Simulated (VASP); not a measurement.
# Ti3Se (P-6m2) in VASP: a series of runs

Runs on Ti3Se. Level: r2SCAN. Tasks: single point.

All numbers are computed with VASP 6.6.1; they aren't measurements. Logs are shortened: lines on timing, memory, paths and dates and some standing lists are left out, and cuts for length are marked.

## (1) The cell of the first run

It takes space group P-6m2 (No. 187, hexagonal). Conventional cell: a = 3.197 Å, b = 3.197 Å, c = 7.943 Å, α = 90.00°, β = 90.00°, γ = 120.00°. Within 3.4 Å of Ti (site symmetry 3m) lie 3 Se at 2.58 Å and 9 Ti at 2.85 to 3.20 Å. Within 3.8 Å of Ti (site symmetry -6m2) lie 12 Ti at 2.85 to 3.20 Å. Se (site symmetry -6m2) has 6 Ti at 2.58 Å and 6 Se at 3.20 Å within 3.4 Å.

## (2) Single point, r2SCAN, collinear spin

Input file POSCAR:

```
Ti3Se
1.0
    3.1974455988      0.0000000000      0.0000000000
   -1.5987227994      2.7690691158      0.0000000000
    0.0000000000      0.0000000000      7.9427450000
Ti Se
3 1
Direct
    0.3333333300      0.6666666700      0.2270980000
    0.3333333300      0.6666666700      0.7729020000
    0.6666666700      0.3333333300      0.5000000000
    0.0000000000      0.0000000000      0.0000000000
```

Input file INCAR.step1:

```
SYSTEM = Ti3Se
  PREC = Accurate
  ENCUT = 520
  ISMEAR = 0
  SIGMA = 0.1
  LREAL = .False.
  LASPH = .True.
  NELM = 150
  ISPIN = 2
  MAGMOM = 1 1 1 0
  LMAXMIX = 4
  NBANDS = 33
  GGA = PE
  ALGO = Normal
  EDIFF = 1E-4
  LWAVE = .True.
  LCHARG = .False.
```

Input file INCAR.step2:

```
SYSTEM = Ti3Se
  PREC = Accurate
  ENCUT = 520
  EDIFF = 1E-6
  ISMEAR = 0
  SIGMA = 0.1
  LREAL = .False.
  LASPH = .True.
  NELM = 150
  ALGO = Normal
  ISIF = 2
  LWAVE = .False.
  LCHARG = .False.
  ISPIN = 2
  MAGMOM = 1 1 1 0
  LORBIT = 11
  LMAXMIX = 4
  METAGGA = R2SCAN
  LMIXTAU = .True.
  NBANDS = 33
  ISTART = 1
```

Input file KPOINTS:

```
regular mesh
0
Gamma
  6 6 2
  0 0 0
```

Potentials or basis: VASP PAW PBE potentials, release 64 (Ti_sv, Se).

The run is started by

```console
> cat potpaw_PBE.64/Ti_sv/POTCAR potpaw_PBE.64/Se/POTCAR > POTCAR
> cp INCAR.step1 INCAR
> mpirun -np 1 vasp_std > vasp.out
> cp INCAR.step2 INCAR
> mpirun -np 1 vasp_std > vasp.out
```

OUTCAR:

```text
SYSTEM = Ti3Se
   PREC = Accurate
   ENCUT = 520
   EDIFF = 1E-6
   ISMEAR = 0
   LREAL = .False.
   LASPH = .True.
   NELM = 150
   ISIF = 2
   ISPIN = 2
   LORBIT = 11
   METAGGA = R2SCAN
   ISTART = 1

 ion  position               nearest neighbor table
   1  0.333  0.667  0.227-   4 2.58   4 2.58   4 2.58   3 2.85   3 2.85   3 2.85
   2  0.333  0.667  0.773-   4 2.58   4 2.58   4 2.58   3 2.85   3 2.85   3 2.85
   3  0.667  0.333  0.500-   1 2.85   2 2.85   1 2.85   2 2.85   1 2.85   2 2.85
   4  0.000  0.000  0.000-   1 2.58   2 2.58   1 2.58   2 2.58   1 2.58   2 2.58

  LATTYP: Found a hexagonal cell.
 ALAT       =     3.1974455988
 C/A-ratio  =     2.4840907389

  Lattice vectors:

 A1 = (   3.1974455988,   0.0000000000,   0.0000000000)
 A2 = (  -1.5987227994,   2.7690691158,   0.0000000000)
 A3 = (   0.0000000000,   0.0000000000,   7.9427450000)

Analysis of symmetry for initial positions (statically):
=====================================================================
 Subroutine PRICEL returns:
 Original cell was already a primitive cell.

 Routine SETGRP: Setting up the symmetry group for a
 hexagonal supercell.

 Subroutine GETGRP returns: Found 12 space group operations
 (whereof 12 operations were pure point group operations)
 out of a pool of 24 trial point group operations.

The static configuration has the point symmetry D_3h.

Analysis of symmetry for dynamics (positions and initial velocities):
=====================================================================
 Subroutine PRICEL returns:
 Original cell was already a primitive cell.

 Routine SETGRP: Setting up the symmetry group for a
 hexagonal supercell.

 Subroutine GETGRP returns: Found 12 space group operations
 (whereof 12 operations were pure point group operations)
 out of a pool of 24 trial point group operations.

The dynamic configuration has the point symmetry D_3h.

Analysis of structural, dynamic, and magnetic symmetry:
=====================================================================
 Subroutine PRICEL returns:
 Original cell was already a primitive cell.

 Routine SETGRP: Setting up the symmetry group for a
 hexagonal supercell.

 Subroutine GETGRP returns: Found 12 space group operations
 (whereof 12 operations were pure point group operations)
 out of a pool of 24 trial point group operations.

The overall configuration has the point symmetry D_3h.

 Subroutine INISYM returns: Found 12 space group operations
 (whereof 12 operations are pure point group operations),
 and found     1 'primitive' translations

----------------------------------------------------------------------------------------

                                     Primitive cell

  volume of cell :      70.3247

  direct lattice vectors                    reciprocal lattice vectors
     3.197445599  0.000000000  0.000000000     0.312749653  0.180566096  0.000000000
    -1.598722799  2.769069116  0.000000000     0.000000000  0.361132192  0.000000000
     0.000000000  0.000000000  7.942745000     0.000000000  0.000000000  0.125901058

  length of vectors
     3.197445599  3.197445599  7.942745000     0.361132192  0.361132192  0.125901058

  position of ions in fractional coordinates (direct lattice)
     0.333333330  0.666666670  0.227098000
     0.333333330  0.666666670  0.772902000
     0.666666670  0.333333330  0.500000000
     0.000000000  0.000000000  0.000000000

  ion indices of the primitive-cell ions
   primitive index   ion index
                 1           1
                 2           2
                 3           3
                 4           4

----------------------------------------------------------------------------------------

 KPOINTS: regular mesh

Automatic generation of k-mesh.
 Grid dimensions read from file:
 generate k-points for:    6    6    2

 Generating k-lattice:

  Cartesian coordinates                     Fractional coordinates (reciprocal lattice)
     0.052124942  0.030094349  0.000000000     0.166666667  0.000000000  0.000000000
     0.000000000  0.060188699  0.000000000     0.000000000  0.166666667  0.000000000
     0.000000000  0.000000000  0.062950529     0.000000000  0.000000000  0.500000000

  Length of vectors
     0.060188699  0.060188699  0.062950529

  Shift w.r.t. Gamma in fractional coordinates (k-lattice)
     0.000000000  0.000000000  0.000000000

 Subroutine IBZKPT returns following result:
 ===========================================

 Found     14 irreducible k-points:

 Following reciprocal coordinates:
            Coordinates               Weight
  0.000000  0.000000  0.000000      1.000000
  0.166667  0.000000  0.000000      6.000000
  0.333333  0.000000  0.000000      6.000000
  0.500000  0.000000  0.000000      3.000000
  0.166667  0.166667  0.000000      6.000000
  0.333333  0.166667  0.000000     12.000000
  0.333333  0.333333  0.000000      2.000000
  0.000000  0.000000  0.500000      1.000000
  0.166667  0.000000  0.500000      6.000000
  0.333333  0.000000  0.500000      6.000000
  0.500000  0.000000  0.500000      3.000000
  0.166667  0.166667  0.500000      6.000000
  0.333333  0.166667  0.500000     12.000000
  0.333333  0.333333  0.500000      2.000000
   k-points           NKPTS =     14   k-points in BZ     NKDIM =     14   number of bands    NBANDS=     33
   number of dos      NEDOS =    301   number of ions     NIONS =      4
   total plane-waves  NPLWV =  34560
   dimension x,y,z NGX =    24 NGY =   24 NGZ =   60
   dimension x,y,z NGXF=    48 NGYF=   48 NGZF=  120
   ions per type =               3   1
   NGX,Y,Z   is equivalent  to a cutoff of  12.48, 12.48, 12.56 a.u.
   NGXF,Y,Z  is equivalent  to a cutoff of  24.96, 24.96, 25.12 a.u.
 SYSTEM =  Ti3Se
   PREC   = accura    normal or accurate (medium, high low for compatibility)
   ISTART =      1    job   : 0-new  1-cont  2-samecut
   ICHARG =      0    charge: 1-file 2-atom 10-const
   ISPIN  =      2    spin polarized calculation?
   LNONCOLLINEAR =      F non collinear calculations
   LSORBIT =      F    spin-orbit coupling
   LASPH  =      T    aspherical Exc in radial PAW
   ENCUT  =  520.0 eV  38.22 Ry    6.18 a.u.   5.95  5.95 14.77*2*pi/ulx,y,z
   NELM   =    150;   NELMIN=  2; NELMDL=  0     # of ELM steps
   EDIFF  = 0.1E-05   stopping-criterion for ELM
   LREAL  =      F    real-space projection
   EDIFFG = 0.1E-04   stopping-criterion for IOM
   NSW    =      0    number of steps for IOM
   IBRION =     -1    ionic relax: 0-MD 1-quasi-New 2-CG
   NFREE  =      0    steps in history (QN), initial steepest desc. (CG)
   ISIF   =      2    stress and relaxation
   ISYM   =      2    0-nonsym 1-usesym 2-fastsym
   POTIM  = 0.5000    time-step for ionic-motion
   TEBEG  =    0.0;   TEEND  =   0.0 temperature during run
   PSTRESS=    0.0 pullay stress
   NELECT =      42.0000    total number of electrons
   NUPDOWN=      -1.0000    fix difference up-down
   EMIN   =  10.00;   EMAX   =-10.00  energy-range for DOS
   EFERMI =   0.00;   METHOD = LEGACY
   ISMEAR =     0;   SIGMA  =   0.10  broadening in eV -4-tet -1-fermi 0-gaus
   EFERMI_NEDOS =   21; number of points for ismear=-14 and -15
   IALGO  =     38    algorithm
   IMIX   =      4    mixing-type and parameters
     AMIX     =   0.40;   BMIX     =  1.00
     AMIX_MAG =   1.60;   BMIX_MAG =  1.00
  volume/ion in A,a.u.               =      17.58       118.64
  Fermi-wavevector in a.u.,A,eV,Ry     =   1.378654  2.605279 25.860428  1.900688
  Thomas-Fermi vector in A             =   2.503696
   LORBIT       =     11    0 simple, 1 ext, 2 COOP (PROOUT), +10 PAW based schemes
   METAGGA = R2SCAN    functional components
   LHFCALC =     F    Hartree Fock is set to
   AEXX    =    0.0000 exact exchange contribution
   IVDW    =     0    specifies the selected vdW correction
   LEPSILON=     F    determine dielectric tensor
   LRPA    =     F    only Hartree local field effects (RPA)
 spin polarized calculation
 Gauss-broadening in eV      SIGMA  =   0.10
  energy-cutoff  :      520.00
  volume of cell :       70.32
 maximum number of plane-waves:      1926
 NGX is ok and might be reduce to    24
   NGX = 11   NGY = 11   NGZ = 29

 number of electron      42.0000000 magnetization       0.0154312

 Free energy of the ion-electron system (eV)
  ---------------------------------------------------
  ext. energy  EPLUGINS =         0.00000000
  ---------------------------------------------------
  free energy    TOTEN  =       -55.32528501 eV

  energy without entropy =      -55.30816491  energy(sigma->0) =      -55.31672496

 E-fermi :   8.1213     XC(G=0): -12.1460

 val. band max:        8.1108437603   @ k =   0.3333   0.3333   0.5000
 cond. band min:       8.1292436712   @ k =   0.3333   0.3333   0.5000
 fundamental gap:      0.0183999108
 Fermi energy:         8.1213003812

 spin component 1

 k-point     1 :       0.0000    0.0000    0.0000
  band No.  band energies     occupation
      1     -51.3706      1.00000
      2     -51.3514      1.00000
      3     -51.1781      1.00000
      4     -26.8234      1.00000
      5     -26.7306      1.00000
      6     -26.4163      1.00000
[... 493 lines left out ...]
     32      13.0473      0.00000
     33      13.0918      0.00000
 Fermi energy:         8.1213003812

 spin component 2

 k-point     1 :       0.0000    0.0000    0.0000
  band No.  band energies     occupation
      1     -51.3684      1.00000
      2     -51.3501      1.00000
      3     -51.1661      1.00000
      4     -26.8174      1.00000
      5     -26.7278      1.00000
      6     -26.4146      1.00000
[... 493 lines left out ...]
     32      13.0529      0.00000
     33      13.0950      0.00000

------------------------ aborting loop because EDIFF is reached ----------------------------------------

  FORCE on cell =-STRESS in cart. coord.  units (eV):
  Direction    XX          YY          ZZ          XY          YZ          ZX
  --------------------------------------------------------------------------------------
  -------------------------------------------------------------------------------------
  Total        0.0206930      0.0206930     -0.4681563     -0.0000000      0.0000000     -0.0000000
  in kB        0.4714400      0.4714400    -10.6658110     -0.0000000      0.0000000     -0.0000000
  external PRESSURE =      -3.2409770 kB  Pullay stress =       0.0000000 kB

 VOLUME and BASIS-vectors are now :
 -----------------------------------------------------------------------------
  energy-cutoff  :      520.00
  volume of cell :       70.32
      direct lattice vectors                 reciprocal lattice vectors
     3.197445599  0.000000000  0.000000000     0.312749653  0.180566096  0.000000000
    -1.598722799  2.769069116  0.000000000     0.000000000  0.361132192  0.000000000
     0.000000000  0.000000000  7.942745000     0.000000000  0.000000000  0.125901058

 POSITION                                       TOTAL-FORCE (eV/Angst)
 -----------------------------------------------------------------------------------
     -0.00000      1.84605      1.80378         0.000000     -0.000000     -0.077602
     -0.00000      1.84605      6.13896         0.000000      0.000000      0.077602
      1.59872      0.92302      3.97137        -0.000000      0.000000      0.000000
      0.00000      0.00000      0.00000         0.000000     -0.000000      0.000000
 -----------------------------------------------------------------------------------
    total drift:                                0.000029     -0.000017      0.000000

  FREE ENERGIE OF THE ION-ELECTRON SYSTEM (eV)
  ---------------------------------------------------
  free  energy   TOTEN  =       -55.3252850131 eV

  energy  without entropy=      -55.3081649102  energy(sigma->0) =      -55.31672496

 total charge

# of ion       s       p       d       tot
------------------------------------------
    1        2.191   6.132   1.857  10.179
    2        2.191   6.132   1.857  10.179
    3        2.230   6.131   1.753  10.113
    4        1.441   2.549   0.078   4.069
--------------------------------------------------
tot          8.053  20.943   5.545  34.541

 magnetization (x)

# of ion       s       p       d       tot
------------------------------------------
    1        0.000   0.000   0.001   0.001
    2        0.000   0.000   0.001   0.001
    3        0.000   0.000   0.010   0.011
    4       -0.000  -0.000   0.000  -0.000
--------------------------------------------------
tot          0.000   0.000   0.012   0.013
```

It took 3.1 min on 1 thread of AMD EPYC 9R45 (Zen 5), shared host; peak memory 0.22 GiB.

What came out:

- Free energy: -55.3253 eV
- Pressure: -0.3 GPa
- Largest force: 0.078 eV/Å
- Band gap on the k mesh: zero (filled and empty bands overlap)
- Net moment: 0.02 μB per cell
- Valence electrons inside the program's atomic spheres: Ti 10.18, 10.11 (each value once); Se 4.07

Forces on the atoms (eV/Å):
```
Ti   0.000  0.000 -0.078
Ti   0.000  0.000  0.078
Ti   0.000  0.000  0.000
Se   0.000  0.000  0.000
```

Levels at points of the mesh, in eV from the Fermi level:
Spin up:
```tsv
k point	band 18	band 19	band 20	band 21	band 22	band 23	band 24	band 25
(0.00, 0.00, 0.00)	-1.51	-0.36	0.18	0.18	0.37	0.37	0.90	1.13
(0.50, 0.00, 0.00)	-1.88	-1.70	-0.89	-0.59	0.25	0.80	0.89	2.39
(0.00, 0.00, 0.50)	-1.58	-0.77	0.46	0.46	0.54	0.64	0.64	1.11
(0.50, 0.00, 0.50)	-1.67	-1.65	-1.10	-0.95	0.59	0.90	1.09	1.27
```
Spin down:
| k point | band 18 | band 19 | band 20 | band 21 | band 22 | band 23 | band 24 | band 25 |
| --- | --- | --- | --- | --- | --- | --- | --- | --- |
| (0.00, 0.00, 0.00) | -1.51 | -0.36 | 0.19 | 0.19 | 0.37 | 0.37 | 0.91 | 1.13 |
| (0.50, 0.00, 0.00) | -1.87 | -1.70 | -0.88 | -0.58 | 0.26 | 0.81 | 0.90 | 2.40 |
| (0.00, 0.00, 0.50) | -1.58 | -0.77 | 0.46 | 0.46 | 0.55 | 0.64 | 0.64 | 1.11 |
| (0.50, 0.00, 0.50) | -1.67 | -1.65 | -1.09 | -0.95 | 0.60 | 0.92 | 1.09 | 1.28 |

Caveat: the k points lie up to 0.40 Å⁻¹ apart, too coarse for converged energies and pressures of a metal; the PAW data sets were made with another functional, which shifts forces and pressure a little.

## (3) Single point, r2SCAN

This run uses another cell than the first one, of 17.50 Å³/atom.

Input file POSCAR:

```
Ti3Se
1.0
    3.1967136387      0.0000000000      0.0000000000
   -1.5983568194      2.7684352198      0.0000000000
    0.0000000000      0.0000000000      7.9080089362
Ti Se
3 1
Direct
    0.3333333333      0.6666666667      0.2265020208
    0.3333333333      0.6666666667      0.7734979792
    0.6666666667      0.3333333333      0.5000000000
    0.0000000000      0.0000000000      0.0000000000
```

Input file INCAR.step1:

```
SYSTEM = Ti3Se
PREC = Accurate ; ENCUT = 520
ISMEAR = 0 ; SIGMA = 0.1
LREAL = .FALSE. ; LASPH = .TRUE.
NELM = 60 ; NBANDS = 29
GGA = PE ; ALGO = Normal
EDIFF = 1E-4 ; LWAVE = .TRUE.
LCHARG = .FALSE.
```

Input file INCAR.step2:

```
SYSTEM = Ti3Se
PREC = Accurate ; ENCUT = 520
EDIFF = 1E-7 ; ISMEAR = 0
SIGMA = 0.1 ; LREAL = .FALSE.
LASPH = .TRUE. ; NELM = 60
ALGO = Normal ; ISIF = 2
LWAVE = .FALSE. ; LCHARG = .FALSE.
METAGGA = R2SCAN ; LMIXTAU = .TRUE.
NBANDS = 29 ; ISTART = 1
```

Input file KPOINTS:

```
regular mesh
0
G
  18 18 6
  0 0 0
```

Potentials or basis: VASP PAW PBE potentials, release 64 (Ti_sv, Se).

The run is started by

```console
> cat potpaw_PBE.64/Ti_sv/POTCAR potpaw_PBE.64/Se/POTCAR > POTCAR
> cp INCAR.step1 INCAR
> mpirun -np 1 vasp_std > vasp.out
> cp INCAR.step2 INCAR
> mpirun -np 1 vasp_std > vasp.out
```

OUTCAR:

```text
SYSTEM = Ti3Se
   PREC = Accurate
   ENCUT = 520
   EDIFF = 1E-7
   ISMEAR = 0
   LREAL = .FALSE.
   LASPH = .TRUE.
   NELM = 60
   ISIF = 2
   METAGGA = R2SCAN
   ISTART = 1

 ion  position               nearest neighbor table
   1  0.333  0.667  0.227-   4 2.57   4 2.57   4 2.57   3 2.84   3 2.84   3 2.84
   2  0.333  0.667  0.773-   4 2.57   4 2.57   4 2.57   3 2.84   3 2.84   3 2.84
   3  0.667  0.333  0.500-   1 2.84   2 2.84   1 2.84   2 2.84   1 2.84   2 2.84
   4  0.000  0.000  0.000-   1 2.57   2 2.57   1 2.57   2 2.57   1 2.57   2 2.57
[... 970 lines left out ...]
  Direction    XX          YY          ZZ          XY          YZ          ZX
  --------------------------------------------------------------------------------------
  -------------------------------------------------------------------------------------
  Total        0.1606726      0.1606726      0.1940535     -0.0000000     -0.0000000     -0.0000000
  in kB        3.6783006      3.6783006      4.4424927     -0.0000000     -0.0000000     -0.0000000
  external PRESSURE =       3.9330313 kB  Pullay stress =       0.0000000 kB

 VOLUME and BASIS-vectors are now :
 -----------------------------------------------------------------------------
  energy-cutoff  :      520.00
  volume of cell :       69.99
      direct lattice vectors                 reciprocal lattice vectors
     3.196713639  0.000000000  0.000000000     0.312821264  0.180607441  0.000000000
    -1.598356819  2.768435220  0.000000000     0.000000000  0.361214882  0.000000000
     0.000000000  0.000000000  7.908008936     0.000000000  0.000000000  0.126454081

 POSITION                                       TOTAL-FORCE (eV/Angst)
 -----------------------------------------------------------------------------------
     -0.00000      1.84562      1.79118        -0.000000      0.000000      0.023918
     -0.00000      1.84562      6.11683        -0.000000      0.000000     -0.023918
      1.59836      0.92281      3.95400         0.000000     -0.000000      0.000000
      0.00000      0.00000      0.00000        -0.000000     -0.000000      0.000000
 -----------------------------------------------------------------------------------
    total drift:                                0.000000     -0.000000     -0.000000

  FREE ENERGIE OF THE ION-ELECTRON SYSTEM (eV)
  ---------------------------------------------------
  free  energy   TOTEN  =       -55.3345162896 eV

  energy  without entropy=      -55.3206636889  energy(sigma->0) =      -55.32758999
```

Run time: 18 min. Hardware: 1 thread of AMD EPYC 9R45 (Zen 5), shared host; peak memory 0.34 GiB.

Results:

```yaml
Free_energy: -55.3345 eV
Pressure: 0.4 GPa
Largest_force: 0.024 eV/Å
Band_gap_on_the_k_mesh: zero (bands 21 and 22 overlap by 0.73 eV)
```

Forces on the atoms (eV/Å):
```
Ti   0.000  0.000  0.024
Ti   0.000  0.000 -0.024
Ti   0.000  0.000  0.000
Se   0.000  0.000  0.000
```

Levels at points of the mesh, in eV from the Fermi level:
```
           k point  band 17  band 18  band 19  band 20  band 21  band 22  band 23  band 24  band 25  band 26
(0.00, 0.00, 0.00)    -1.62    -1.62    -0.33     0.14     0.14     0.34     0.34     0.90     1.12     1.52
(0.50, 0.00, 0.00)    -2.29    -1.90    -1.74    -0.90    -0.62     0.23     0.79     0.87     2.40     2.59
(0.00, 0.00, 0.50)    -1.68    -1.68    -0.75     0.43     0.43     0.52     0.60     0.60     1.07     1.07
(0.50, 0.00, 0.50)    -2.27    -1.70    -1.68    -1.12    -0.99     0.58     0.89     1.05     1.27     2.62
```

Caveat: the PAW data sets were made with another functional, which shifts forces and pressure a little.
